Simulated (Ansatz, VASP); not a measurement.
## SiGe in VASP and in Ansatz

The input INCAR:

```
SYSTEM = SiGe
ALGO = Normal
EDIFF = 1E-6
ENCUT = 520
GGA = PS
ISIF = 2
ISMEAR = 0
LASPH = .TRUE.
LCHARG = .FALSE.
LREAL = .FALSE.
LWAVE = .FALSE.
NBANDS = 26
NELM = 80
PREC = Accurate
SIGMA = 0.03
```

Contents of KPOINTS:

```
k-points
0
G
  12 12 6
  0 0 0
```

File POSCAR:

```
SiGe
1.0
    3.7445730159      0.0000000000      0.0000000000
   -1.8722865080      3.2428953581      0.0000000000
    0.0000000000      0.0000000000      6.4433927881
Si Ge
2 2
Direct
    0.6666666667      0.3333333333      0.8745463420
    0.3333333333      0.6666666667      0.3745463420
    0.6666666667      0.3333333333      0.5004526580
    0.3333333333      0.6666666667      0.0004526580
```

Input for Ansatz:

```yaml
crystal:
  lattice:
    - [3.7445730159, 0.0, 0.0]
    - [-1.872286508, 3.2428953581, 0.0]
    - [0.0, 0.0, 6.4433927881]
  atoms:
    - { symbol: Si, position: [0.6666666667, 0.3333333333, 0.874546342] }
    - { symbol: Si, position: [0.3333333333, 0.6666666667, 0.374546342] }
    - { symbol: Ge, position: [0.6666666667, 0.3333333333, 0.500452658] }
    - { symbol: Ge, position: [0.3333333333, 0.6666666667, 0.000452658] }
basis:
  ecutwfc: 420
kpoints:
  mp_grid: { grid: [12, 12, 6] }
hamiltonian:
  xc: pbesol
scf:
  occupations: { method: gaussian, width: 0.03 }
output:
  forces: true
  stress: true
  eigenvalues: true
```

Change from the starting cell: strain -0.040 along x and y, +0.000 along z, atoms carried along.

Alike in both runs: task single point; functional PBEsol; k mesh 12 × 12 × 6; occupations gaussian, width 0.03 eV; no spin polarisation.

|  | VASP | Ansatz |
| --- | --- | --- |
| version | VASP 6.6.1 | Ansatz 0.2.0 |
| potentials or method | VASP PAW PBE potentials, release 64 (Si, Ge_d), cutoff 520 eV | scalar-relativistic, plane waves, PAW |
| valence electrons in the cell | 36 | 36 |

Ansatz gave:

- gap on the k mesh at the Fermi level (eV): 0.30
- least direct gap on the mesh (eV): 1.08
- pressure (GPa): 8.2
- traceless stress, the component that is largest in VASP (GPa): -6.64
- rms of the force components (eV/Å): 0.317

Q: Which values does VASP return?

A: gap on the k mesh at the Fermi level (eV): 0.30; least direct gap on the mesh (eV): 1.09; pressure (GPa): 8.1; traceless stress, the component that is largest in VASP (GPa): -6.66; rms of the force components (eV/Å): 0.315.

VASP's potentials were made for PBE, not for PBEsol. Atom by atom the forces differ by 0.002 eV/Å (rms over components). With one functional, cell and mesh, what is left measures potentials, basis and numerics.
